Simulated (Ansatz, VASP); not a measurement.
**One calculation of LiCl, two programs**

File INCAR:

```
  PREC = Accurate
  ENCUT = 520
  EDIFF = 1E-6
  ISMEAR = -1
  SIGMA = 0.05
  LREAL = F
  LASPH = T
  NELM = 60
  ALGO = Normal
  ISIF = 2
  LWAVE = F
  LCHARG = F
  GGA = PE
  NBANDS = 18
```

KPOINTS

```
Automatic mesh
0
Gamma
  8 8 4
```

File POSCAR:

```
LiCl
1.0
    3.9248822083      0.0000000000      0.0000000000
   -1.9624411042      3.3990476993      0.0000000000
    0.0000000000      0.0000000000      6.3571610000
Cl Li
2 2
Direct
    0.3304220000      0.6781460000      1.0012790000
    0.6720110000      0.3454880000      0.4963610000
    0.3321100000      0.6592720000      0.3781030000
    0.6578610000      0.3249200000      0.8759210000
```

File input.yaml:

```yaml
crystal:
  lattice:
    - [3.9248822083, 0.0, 0.0]
    - [-1.9624411042, 3.3990476993, 0.0]
    - [0.0, 0.0, 6.357161]
  atoms:
    - { symbol: Cl, position: [0.330422, 0.678146, 1.001279] }
    - { symbol: Cl, position: [0.672011, 0.345488, 0.496361] }
    - { symbol: Li, position: [0.33211, 0.659272, 0.378103] }
    - { symbol: Li, position: [0.657861, 0.32492, 0.875921] }
hamiltonian:
  xc: pbe
  pseudopotentials: { kind: paw }
kpoints:
  mp_grid: { grid: [8, 8, 4] }
scf:
  occupations: { method: fermi_dirac, width: 0.05 }
output:
  forces: true
  stress: true
  eigenvalues: true
```

Change from the starting cell: atoms moved at random, drawn with an rms of 0.05 Å.

Alike in both runs: task single point; functional PBE; k mesh 8 × 8 × 4; occupations fermi-dirac, width 0.05 eV; no spin polarisation.

```csv
,VASP,Ansatz
version,VASP 6.6.1,Ansatz 0.2.0
potentials or method,"VASP PAW PBE potentials, release 64 (Cl, Li_sv)",Ansatz PAW
plane-wave cutoff (eV),520,420
valence electrons in the cell,20,20
```

VASP gave:

```
gap on the k mesh at the Fermi level (eV) : 5.91
least direct gap on the mesh (eV)         : 5.91
rms of the force components (eV/Å)        : 0.083
```

Estimate Ansatz's values.

gap on the k mesh at the Fermi level (eV): 5.90; least direct gap on the mesh (eV): 5.90; rms of the force components (eV/Å): 0.082.

Atom by atom the forces differ by 0.000 eV/Å (rms over components). With one functional, cell and mesh, what is left measures potentials, basis and numerics.

Noted on VASP's run: the cutoff is short for stress, so the pressure is rough.
